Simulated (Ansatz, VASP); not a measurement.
One calculation of KSb2O5, two programs

The input INCAR:

```
SYSTEM = KSb2O5
  ALGO = Normal
  EDIFF = 1E-6
  EDIFFG = -0.04
  ENCUT = 600
  GGA = PE
  IBRION = 2
  ISIF = 3
  ISMEAR = 0
  LASPH = .TRUE.
  LCHARG = .FALSE.
  LREAL = .FALSE.
  LWAVE = .FALSE.
  NELM = 80
  NSW = 90
  PREC = Accurate
  SIGMA = 0.1
```

File KPOINTS:

```
k-points
0
G
  3 3 4
  0 0 0
```

The input POSCAR:

```
KSb2O5
1.0
    6.7276748900      0.0000000000      0.0000000000
   -3.3638374400      5.8263373600      0.0000000000
    0.0000000000      0.0000000000      3.8874039500
K Sb O
1 2 5
Direct
    0.0000000000      0.0000000000      0.0000000000
    0.3333333300      0.6666666700      0.5000000000
    0.6666666700      0.3333333300      0.5000000000
    0.3333333300      0.6666666700      0.0000000000
    0.0000000000      0.5000000000      0.5000000000
    0.5000000000      0.5000000000      0.5000000000
    0.5000000000      0.0000000000      0.5000000000
    0.6666666700      0.3333333300      0.0000000000
```

Input for Ansatz:

```yaml
crystal:
  lattice:
    - [6.72767489, 0.0, 0.0]
    - [-3.36383744, 5.82633736, 0.0]
    - [0.0, 0.0, 3.88740395]
  atoms:
    - { symbol: K, position: [0.0, 0.0, 0.0] }
    - { symbol: Sb, position: [0.33333333, 0.66666667, 0.5] }
    - { symbol: Sb, position: [0.66666667, 0.33333333, 0.5] }
    - { symbol: O, position: [0.33333333, 0.66666667, 0.0] }
    - { symbol: O, position: [0.0, 0.5, 0.5] }
    - { symbol: O, position: [0.5, 0.5, 0.5] }
    - { symbol: O, position: [0.5, 0.0, 0.5] }
    - { symbol: O, position: [0.66666667, 0.33333333, 0.0] }
basis:
  ecutwfc: 420
kpoints:
  mp_grid: { grid: [3, 3, 4] }
hamiltonian:
  xc: pbe
scf:
  occupations: { method: gaussian, width: 0.1 }
  lower_state_search: "off"
output:
  forces: true
  stress: true
  eigenvalues: true
relax:
  adjacent_minimum: "off"
  f_tol: 0.04
  max_steps: 70
  cell: { stress_tol: 0.4 }
```

Alike in both runs: task relaxation of cell and atoms; functional PBE; k mesh 3 × 3 × 4; occupations gaussian, width 0.1 eV; no spin polarisation.

|  | VASP | Ansatz |
| --- | --- | --- |
| version | VASP 6.6.1 | Ansatz 0.2.0 |
| potentials or method | VASP PAW PBE potentials, release 64 (K_sv, Sb, O), cutoff 600 eV | scalar-relativistic, plane waves, PAW |
| valence electrons in the cell | 49 | 69 |

VASP gave:

| Quantity | Value |
| --- | --- |
| gap on the k mesh at the Fermi level, each at its own relaxed structure (eV) | none |
| relaxed volume (Å³/atom) | 20.32 |
| relaxed cell length with the largest relative difference (Å) | 4.009 |

What did Ansatz give for the same quantities?

gap on the k mesh at the Fermi level, each at its own relaxed structure (eV): none; relaxed volume (Å³/atom): 20.34; relaxed cell length with the largest relative difference (Å): 4.013.

A gap of «none» marks a metal or a gap that the smearing closes. VASP's potentials hold 49 valence electrons a cell and Ansatz's 69, so a difference there can come from the potentials and not from the codes.

The k mesh is coarse, so the values compare programs but aren't converged. Neither program's run includes spin-orbit coupling.
